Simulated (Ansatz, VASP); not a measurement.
## Be2ZnO3 in VASP and in Ansatz

```
Be Zn O
1.0
     4.90972    0.00000    0.00000
    -2.45486    4.25194    0.00000
     0.00000    0.00000    2.36474
Be Zn O
2 1 3
Cartesian
  0.0000 2.8346 0.0000
  2.4549 1.4173 0.0000
  0.0000 0.0000 0.0000
  2.4549 0.0000 1.1824
  1.2274 2.1260 1.1824
  -1.2274 2.1260 1.1824
```

Change from the starting cell: species swapped into the CeB2Ir3 type (P6/mmm, No. 191).

Alike in both runs: task single point; functional PBE; k mesh 6 × 6 × 8; occupations gaussian, width 0.1 eV; collinear spin.

```csv
,VASP,Ansatz
version,VASP 6.6.1,Ansatz 0.2.0
potentials or method,"VASP PAW PBE potentials, release 64 (Be, Zn, O), cutoff 520 eV","scalar-relativistic, plane waves, PAW"
valence electrons in the cell,34,34
```

Ansatz gave:

* gap on the k mesh at the Fermi level (eV): none
* pressure (GPa): 0.1
* traceless stress, the component that is largest in VASP (GPa): 2.16
* net moment per atom (μB): 0.00

**Question.** Estimate VASP's values.

**Answer.** gap on the k mesh at the Fermi level (eV): none; pressure (GPa): 0.4; traceless stress, the component that is largest in VASP (GPa): 2.28; net moment per atom (μB): 0.00.

A gap of «none» marks a metal or a gap that the smearing closes. With one functional, cell and mesh, what is left measures potentials, basis and numerics. Ansatz's warnings: seeded moment not kept.
